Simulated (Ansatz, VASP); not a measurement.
# PbS: VASP beside Ansatz

```
Pb S
1.0
     2.94050   -2.90000    0.00000
     2.94050    2.90000    0.00000
    -1.08005    0.00000   11.70929
Pb S
2 2
Direct
  0.77560 0.77560 0.63638
  0.22440 0.22440 0.36362
  0.26840 0.26840 0.59860
  0.73160 0.73160 0.40140
```

Alike in both runs: task single point; functional LDA; k mesh 6 × 6 × 2; no spin polarisation.

|  | VASP | Ansatz |
| --- | --- | --- |
| version | VASP 6.6.1 | Ansatz 0.2.0 |
| potentials or method | VASP PAW LDA potentials, release 64 (Pb_d, S), cutoff 520 eV | plane waves, PAW |
| occupations | gaussian, width 0.01 eV | fixed |
| valence electrons in the cell | 40 | 40 |

|  | VASP | Ansatz | Ansatz less VASP |
| --- | --- | --- | --- |
| gap on the k mesh at the Fermi level (eV) | 1.17 | 1.17 | +0.002 |

LDA's correlation is that of Perdew and Zunger in VASP and of Perdew and Wang (1992) in Ansatz.

Spin-orbit coupling is off throughout.
